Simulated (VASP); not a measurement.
A run of VASP 6.6.1 is set up as follows.

Contents of INCAR:

```
ALGO     = Normal         # electronic algorithm
DIPOL    = 0.5 0.5 0.500
EDIFF    = 1E-7           # SCF threshold, eV
EDIFFG   = -0.01          # ionic threshold
ENCUT    = 520            # plane-wave cutoff, eV
GGA      = CA             # functional
IBRION   = 2              # ionic algorithm
IDIPOL   = 3            
ISIF     = 2              # what is computed and relaxed
ISMEAR   = -1             # smearing method
KPAR     = 4            
LASPH    = T              # aspherical terms in the spheres
LCHARG   = F              # write CHGCAR
LDIPOL   = T            
LREAL    = F              # projectors in reciprocal space
LWAVE    = F              # write WAVECAR
NELM     = 100            # most SCF steps
NSW      = 60             # ionic steps
PREC     = Accurate       # precision mode
SIGMA    = 0.05           # smearing width, eV
```

File KPOINTS:

```
k-points
0
Gamma
  11 11 1
```

Contents of POSCAR:

```
Au
1.0
    2.8626073067      0.0000000000      0.0000000000
    0.0000000000      2.8626073067      0.0000000000
    0.0000000000      0.0000000000     24.0967000000
Au
5
Direct
    0.0000000000      0.0000000000      0.3319961624
    0.5000000000      0.5000000000      0.4159980810
    0.0000000000      0.0000000000      0.5000000000
    0.5000000000      0.5000000000      0.5840019190
    0.0000000000      0.0000000000      0.6680038376
```

Potentials or basis: VASP PAW LDA potentials, release 64 (Au).

Launch:

```bash
$ cat potpaw_LDA.64/Au/POTCAR > POTCAR
$ mpirun -np 4 vasp_std > vasp.out
```

Predict the band gap on the k mesh.

zero (an odd number of electrons rules out a gap without spin polarisation).

Predict the energy gained by relaxing.

0.8 meV/atom.

Forces on the atoms (eV/Å):
```
Au   0.000  0.000 -0.009
Au   0.000  0.000 -0.007
Au   0.000  0.000  0.000
Au   0.000  0.000  0.007
Au   0.000  0.000  0.009
```

Caveat: spin-orbit coupling is left out, which moves the levels of the heavy elements.
